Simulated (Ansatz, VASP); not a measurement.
MgO in VASP and in Ansatz

The input INCAR:

```
ALGO = Normal
EDIFF = 1E-6
ENCUT = 520
GGA = PS
ISIF = 2
ISMEAR = 0
LASPH = True
LCHARG = False
LREAL = False
LWAVE = False
NBANDS = 11
NELM = 80
PREC = Accurate
SIGMA = 0.05
```

KPOINTS

```
k-points
0
Gamma
  10 10 10
```

The input POSCAR:

```
MgO
1.0
    0.0000000000      2.0549060650      2.0549060650
    2.0549060650      0.0000000000      2.0549060650
    2.0549060650      2.0549060650      0.0000000000
Mg O
1 1
Direct
    0.0063090101      0.0063090101     -0.0063090101
    0.4904156203      0.4904156203      0.5095843797
```

Input for Ansatz:

```yaml
crystal:
  lattice:
    - [0.0, 2.054906065, 2.054906065]
    - [2.054906065, 0.0, 2.054906065]
    - [2.054906065, 2.054906065, 0.0]
  atoms:
    - { symbol: Mg, position: [0.0063090101, 0.0063090101, -0.0063090101] }
    - { symbol: O, position: [0.4904156203, 0.4904156203, 0.5095843797] }
basis:
  ecutwfc: 520.0
kpoints:
  mp_grid: { grid: [10, 10, 10] }
hamiltonian:
  xc: pbesol
  pseudopotentials: { kind: paw, azcp: { folder: soft_1 } }
scf:
  occupations: { method: gaussian, width: 0.05 }
output:
  forces: true
  stress: true
  eigenvalues: true
```

Change from the starting cell: mode 6 frozen in at -0.040 Å, equal normal strain along x, y and z -0.0250.

Alike in both runs: task single point; functional PBEsol; k mesh 10 × 10 × 10; occupations gaussian, width 0.05 eV; no spin polarisation.

|  | VASP | Ansatz |
| --- | --- | --- |
| version | VASP 6.6.1 | Ansatz 0.2.0 |
| potentials or method | VASP PAW PBE potentials, release 64 (Mg, O), cutoff 520 eV | scalar-relativistic, plane waves, PAW |
| valence electrons in the cell | 8 | 16 |

|  | VASP | Ansatz | Ansatz less VASP |
| --- | --- | --- | --- |
| gap on the k mesh at the Fermi level (eV) | 5.38 | 5.38 | +0.002 |
| least direct gap on the mesh (eV) | 5.38 | 5.38 | +0.002 |
| pressure (GPa) | 14.0 | 14.5 | +0.47 |
| traceless stress, the component that is largest in VASP (GPa) | 1.40 | 1.36 | -0.033 |
| rms of the force components (eV/Å) | 0.293 | 0.289 | -0.0047 |

VASP's potentials were made for PBE, not for PBEsol, and Ansatz warns of the same on its side. Atom by atom the forces differ by 0.005 eV/Å (rms over components). VASP's potentials hold 8 valence electrons a cell and Ansatz's 16, so a difference there can come from the potentials and not from the codes.
